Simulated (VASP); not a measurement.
# H2C5 in VASP: further runs, part 2 of 2

VASP 6.6.1. Earlier steps stand in the parts before.

## Step 3: Single point, PBEsol

This run uses another cell than the first one.

INCAR

```
ALGO = Normal
EDIFF = 1E-6
ENCUT = 520
GGA = PS
ISIF = 2
ISMEAR = 0
LASPH = T
LCHARG = F
LREAL = F
LWAVE = F
NBANDS = 35
NELM = 80
PREC = Accurate
SIGMA = 0.05
```

KPOINTS

```
k-points
0
Gamma
  1 1 13
```

POSCAR

```
H2C5
1.0
   15.8000000000      0.0000000000      0.0000000000
    0.0000000000      9.3000000000      0.0000000000
    0.0000000000      0.0000000000      4.2947272943
C H
10 4
Direct
    0.6539732330      0.5000000000      0.3407989167
    0.5000000000      0.5000000000      0.3330895404
    0.5779175682      0.5000000000      0.8334835748
    0.3460267670      0.5000000000      0.3407989167
    0.4220824318      0.5000000000      0.8334835748
    0.5779175682      0.5000000000      0.1665164252
    0.6539732330      0.5000000000      0.6592010833
    0.4220824318      0.5000000000      0.1665164252
    0.5000000000      0.5000000000      0.6669104596
    0.3460267670      0.5000000000      0.6592010833
    0.7147631624      0.5000000000      0.2201001380
    0.2852368376      0.5000000000      0.2201001380
    0.7147631624      0.5000000000      0.7798998620
    0.2852368376      0.5000000000      0.7798998620
```

Potentials or basis: VASP PAW PBE potentials, release 64 (C, H).

On the command line:

```bash
cat potpaw_PBE.64/C/POTCAR potpaw_PBE.64/H/POTCAR > POTCAR
mpirun -np 1 vasp_std > vasp.out
```

OUTCAR:

```text
EDIFF = 1E-6
   ENCUT = 520
   GGA = PS
   ISIF = 2
   ISMEAR = 0
   LASPH = T
   LREAL = F
   NELM = 80
   PREC = Accurate

 ion  position               nearest neighbor table
   1  0.654  0.500  0.341-  11 1.09   7 1.37   6 1.42
   2  0.500  0.500  0.333-   6 1.42   8 1.42   9 1.43
   3  0.578  0.500  0.833-   7 1.42   9 1.42   6 1.43
   4  0.346  0.500  0.341-  12 1.09  10 1.37   8 1.42
   5  0.422  0.500  0.833-  10 1.42   9 1.42   8 1.43
   6  0.578  0.500  0.167-   1 1.42   2 1.42   3 1.43
   7  0.654  0.500  0.659-  13 1.09   1 1.37   3 1.42
   8  0.422  0.500  0.167-   4 1.42   2 1.42   5 1.43
   9  0.500  0.500  0.667-   3 1.42   5 1.42   2 1.43
  10  0.346  0.500  0.659-  14 1.09   4 1.37   5 1.42
  11  0.715  0.500  0.220-   1 1.09
  12  0.285  0.500  0.220-   4 1.09
  13  0.715  0.500  0.780-   7 1.09
  14  0.285  0.500  0.780-  10 1.09

  LATTYP: Found a simple orthorhombic cell.
 ALAT       =     4.2947272943
 B/A-ratio  =     2.1654459906
 C/A-ratio  =     3.6789297474

  Lattice vectors:

 A1 = (   0.0000000000,   0.0000000000,  -4.2947272943)
 A2 = (   0.0000000000,   9.3000000000,   0.0000000000)
 A3 = (  15.8000000000,   0.0000000000,   0.0000000000)

Analysis of symmetry for initial positions (statically):
=====================================================================
 Subroutine PRICEL returns:
 Original cell was already a primitive cell.

 Routine SETGRP: Setting up the symmetry group for a
 simple orthorhombic supercell.

 Subroutine GETGRP returns: Found  8 space group operations
 (whereof  8 operations were pure point group operations)
 out of a pool of  8 trial point group operations.

The static configuration has the point symmetry D_2h.

Analysis of symmetry for dynamics (positions and initial velocities):
=====================================================================
 Subroutine PRICEL returns:
 Original cell was already a primitive cell.

 Routine SETGRP: Setting up the symmetry group for a
 simple orthorhombic supercell.

 Subroutine GETGRP returns: Found  8 space group operations
 (whereof  8 operations were pure point group operations)
 out of a pool of  8 trial point group operations.

The dynamic configuration has the point symmetry D_2h.

 Subroutine INISYM returns: Found  8 space group operations
 (whereof  8 operations are pure point group operations),
 and found     1 'primitive' translations

----------------------------------------------------------------------------------------

                                     Primitive cell

  volume of cell :     631.0672

  direct lattice vectors                    reciprocal lattice vectors
    15.800000000  0.000000000  0.000000000     0.063291139  0.000000000  0.000000000
     0.000000000  9.300000000  0.000000000     0.000000000  0.107526882  0.000000000
     0.000000000  0.000000000  4.294727294     0.000000000  0.000000000  0.232843655

[... 71 lines left out ...]
   k-points           NKPTS =      7   k-points in BZ     NKDIM =      7   number of bands    NBANDS=     35
   number of dos      NEDOS =    301   number of ions     NIONS =     14
   total plane-waves  NPLWV = 268800
   dimension x,y,z NGX =   120 NGY =   70 NGZ =   32
   dimension x,y,z NGXF=   240 NGYF=  140 NGZF=   64
   ions per type =              10   4
   NGX,Y,Z   is equivalent  to a cutoff of  12.63, 12.51, 12.39 a.u.
   NGXF,Y,Z  is equivalent  to a cutoff of  25.25, 25.03, 24.77 a.u.
 SYSTEM =  unknown system
   PREC   = accura    normal or accurate (medium, high low for compatibility)
   ISTART =      0    job   : 0-new  1-cont  2-samecut
   ICHARG =      2    charge: 1-file 2-atom 10-const
   ISPIN  =      1    spin polarized calculation?
   LNONCOLLINEAR =      F non collinear calculations
   LSORBIT =      F    spin-orbit coupling
   LASPH  =      T    aspherical Exc in radial PAW
   ENCUT  =  520.0 eV  38.22 Ry    6.18 a.u.  29.38 17.29  7.99*2*pi/ulx,y,z
   NELM   =     80;   NELMIN=  2; NELMDL= -5     # of ELM steps
   EDIFF  = 0.1E-05   stopping-criterion for ELM
   LREAL  =      F    real-space projection
   EDIFFG = 0.1E-04   stopping-criterion for IOM
   NSW    =      0    number of steps for IOM
   IBRION =     -1    ionic relax: 0-MD 1-quasi-New 2-CG
   NFREE  =      0    steps in history (QN), initial steepest desc. (CG)
   ISIF   =      2    stress and relaxation
   ISYM   =      2    0-nonsym 1-usesym 2-fastsym
   POTIM  = 0.5000    time-step for ionic-motion
   TEBEG  =    0.0;   TEEND  =   0.0 temperature during run
   PSTRESS=    0.0 pullay stress
   NELECT =      44.0000    total number of electrons
   NUPDOWN=      -1.0000    fix difference up-down
   EMIN   =  10.00;   EMAX   =-10.00  energy-range for DOS
   EFERMI =   0.00;   METHOD = LEGACY
   ISMEAR =     0;   SIGMA  =   0.05  broadening in eV -4-tet -1-fermi 0-gaus
   EFERMI_NEDOS =   21; number of points for ismear=-14 and -15
   IALGO  =     38    algorithm
   IMIX   =      4    mixing-type and parameters
     AMIX     =   0.40;   BMIX     =  1.00
     AMIX_MAG =   1.60;   BMIX_MAG =  1.00
  volume/ion in A,a.u.               =      45.08       304.19
  Fermi-wavevector in a.u.,A,eV,Ry     =   0.673804  1.273306  6.177213  0.454012
  Thomas-Fermi vector in A             =   1.750334
   LORBIT       =      0    0 simple, 1 ext, 2 COOP (PROOUT), +10 PAW based schemes
   GGA     = PS    functional components
   LHFCALC =     F    Hartree Fock is set to
   AEXX    =    0.0000 exact exchange contribution
   IVDW    =     0    specifies the selected vdW correction
   LEPSILON=     F    determine dielectric tensor
   LRPA    =     F    only Hartree local field effects (RPA)
 non-spin polarized calculation
 Gauss-broadening in eV      SIGMA  =   0.05
  energy-cutoff  :      520.00
  volume of cell :      631.07
 maximum number of plane-waves:     17052
 NGX is ok and might be reduce to   120
   NGX = 59   NGY = 35   NGZ = 15

 number of electron      43.9999993 magnetization

 Free energy of the ion-electron system (eV)
  ---------------------------------------------------
  ext. energy  EPLUGINS =         0.00000000
  ---------------------------------------------------
  free energy    TOTEN  =      -109.03874772 eV

  energy without entropy =     -109.03874772  energy(sigma->0) =     -109.03874772

 E-fermi :  -2.6107     XC(G=0):  -2.4678

 val. band max:       -2.8237403304   @ k =   0.0000   0.0000   0.0000
 cond. band min:      -2.3924231858   @ k =   0.0000   0.0000   0.0000
 fundamental gap:      0.4313171445
 Fermi energy:        -2.6106638035

 k-point     1 :       0.0000    0.0000    0.0000
  band No.  band energies     occupation
      1     -21.4634      2.00000
      2     -19.9535      2.00000
      3     -17.6962      2.00000
      4     -16.3284      2.00000
      5     -15.5065      2.00000
      6     -15.3439      2.00000
[... 248 lines left out ...]
     33       3.7911      0.00000
     34       3.8155      0.00000
 [bands above 34 left out]

------------------------ aborting loop because EDIFF is reached ----------------------------------------

  FORCE on cell =-STRESS in cart. coord.  units (eV):
  Direction    XX          YY          ZZ          XY          YZ          ZX
  --------------------------------------------------------------------------------------
  -------------------------------------------------------------------------------------
  Total        0.5140050     -0.0875745      0.5648651      0.0000000     -0.0000000      0.0000000
  in kB        1.3049754     -0.2223375      1.4341008      0.0000000     -0.0000000      0.0000000
  external PRESSURE =       0.8389129 kB  Pullay stress =       0.0000000 kB

 VOLUME and BASIS-vectors are now :
 -----------------------------------------------------------------------------
  energy-cutoff  :      520.00
  volume of cell :      631.07
      direct lattice vectors                 reciprocal lattice vectors
    15.800000000  0.000000000  0.000000000     0.063291139  0.000000000  0.000000000
     0.000000000  9.300000000  0.000000000     0.000000000  0.107526882  0.000000000
     0.000000000  0.000000000  4.294727294     0.000000000  0.000000000  0.232843655

 POSITION                                       TOTAL-FORCE (eV/Angst)
 -----------------------------------------------------------------------------------
     10.33278      4.65000      1.46364         0.021263      0.000000     -0.028367
      7.90000      4.65000      1.43053         0.000000      0.000000     -0.001085
      9.13110      4.65000      3.57958         0.002125     -0.000000      0.009077
      5.46722      4.65000      1.46364        -0.021263      0.000000     -0.028367
      6.66890      4.65000      3.57958        -0.002125      0.000000      0.009077
      9.13110      4.65000      0.71514         0.002125      0.000000     -0.009077
     10.33278      4.65000      2.83109         0.021263     -0.000000      0.028367
      6.66890      4.65000      0.71514        -0.002125      0.000000     -0.009077
      7.90000      4.65000      2.86420         0.000000      0.000000      0.001085
      5.46722      4.65000      2.83109        -0.021263     -0.000000      0.028367
     11.29326      4.65000      0.94527         0.030740      0.000000     -0.011678
      4.50674      4.65000      0.94527        -0.030740     -0.000000     -0.011678
     11.29326      4.65000      3.34946         0.030740      0.000000      0.011678
      4.50674      4.65000      3.34946        -0.030740      0.000000      0.011678
 -----------------------------------------------------------------------------------
    total drift:                                0.000000      0.000000     -0.000000

  FREE ENERGIE OF THE ION-ELECTRON SYSTEM (eV)
  ---------------------------------------------------
  free  energy   TOTEN  =      -109.0387477227 eV

  energy  without entropy=     -109.0387477227  energy(sigma->0) =     -109.03874772
```

Wall time 6.9 min (1 thread of Intel Xeon 8259CL, shared host); peak memory 0.63 GiB.

What came out:

```
Free energy            : -109.0387 eV
Largest force          : 0.035 eV/Å
Band gap on the k mesh : 0.43 eV
```

Forces on the atoms (eV/Å):
```
C    0.021  0.000 -0.028
C    0.000  0.000 -0.001
C    0.002  0.000  0.009
C   -0.021  0.000 -0.028
C   -0.002  0.000  0.009
C    0.002  0.000 -0.009
C    0.021  0.000  0.028
C   -0.002  0.000 -0.009
C    0.000  0.000  0.001
C   -0.021  0.000  0.028
H    0.031  0.000 -0.012
H   -0.031  0.000 -0.012
H    0.031  0.000  0.012
H   -0.031  0.000  0.012
```

Caveat: the PAW data sets were made with another functional, which shifts forces and pressure a little.
